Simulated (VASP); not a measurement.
**MgO: single point with BLYP**

The system is MgO.

```
Mg O
1.0
     2.93802    0.00000    0.00000
    -1.46901    2.54440    0.00000
     0.00000    0.00000    2.67968
Mg O
1 1
Cartesian
  0.0000 0.0000 0.0000
  0.0000 1.6963 1.3398
```

| Quantity | Value |
| --- | --- |
| Program | VASP 6.6.1 |
| Task | single point |
| Functional | BLYP |
| Potentials or basis | VASP PAW PBE potentials, release 64 (Mg, O) |
| Cutoff | 520 eV |
| k mesh | 12 × 12 × 8 |
| Occupations | gaussian, width 0.01 eV |
| Spin | no spin polarisation |
| Dipole correction | no |
| Further INCAR settings | ALGO = Normal; EDIFF = 1e-06; NBANDS = 11 |

```
Pressure               : 1.4 GPa
Band gap on the k mesh : 3.29 eV, indirect (least direct gap 3.69 eV)
```

Stress tensor (GPa, compression positive):
```
1.69 0.00 0.00
0.00 1.69 0.00
0.00 0.00 0.80
```

Levels at points of the mesh, in eV from the valence-band top:
| k point | band 1 | band 2 | band 3 | band 4 | band 5 | band 6 | band 7 | band 8 | band 9 |
| --- | --- | --- | --- | --- | --- | --- | --- | --- | --- |
| (0.00, 0.00, 0.00) | -17.31 | -0.59 | -0.59 | -0.40 | 3.29 | 12.18 | 15.65 | 15.65 | 20.24 |
| (0.50, 0.00, 0.00) | -16.29 | -4.77 | -1.30 | -0.05 | 6.92 | 10.65 | 13.31 | 17.85 | 18.94 |
| (0.00, 0.00, 0.50) | -16.25 | -5.24 | -0.09 | -0.09 | 8.54 | 9.24 | 17.66 | 17.66 | 18.60 |
| (0.50, 0.00, 0.50) | -15.53 | -3.65 | -3.28 | -0.81 | 6.13 | 11.65 | 14.02 | 15.06 | 15.26 |

Wall time 9 s on 1 thread of Intel(R) Xeon(R) 6975P-C (Granite Rapids) (shared host), peak memory 0.14 GiB.

Caveat: the PAW data sets were made with another functional, which shifts forces and pressure a little. A k mesh can miss the band edges.
